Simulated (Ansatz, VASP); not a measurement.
**GaN: VASP beside Ansatz**

```
Ga N
1.0
     0.00000    2.20750    2.20750
     2.20750    0.00000    2.20750
     2.20750    2.20750    0.00000
Ga N
1 1
Direct
  0.00000 0.00000 0.00000
  0.25000 0.25000 0.25000
```

Alike in both runs: task single point; functional BLYP; k mesh 10 × 10 × 10; occupations fermi-dirac, width 0.05 eV; no spin polarisation.

```csv
,VASP,Ansatz
version,VASP 6.6.1,Ansatz 0.2.0
potentials or method,"VASP PAW PBE potentials, release 64 (Ga_d, N_h)",Ansatz PAW
plane-wave cutoff (eV),1330,420
valence electrons in the cell,18,18
```

VASP gave:

```
gap on the k mesh at the Fermi level (eV) : 2.23
least direct gap on the mesh (eV)         : 2.23
pressure (GPa)                            : 26.7
```

Which values does Ansatz return?

gap on the k mesh at the Fermi level (eV): 2.24; least direct gap on the mesh (eV): 2.24; pressure (GPa): 24.8.

VASP's potentials were made for PBE, not for BLYP.
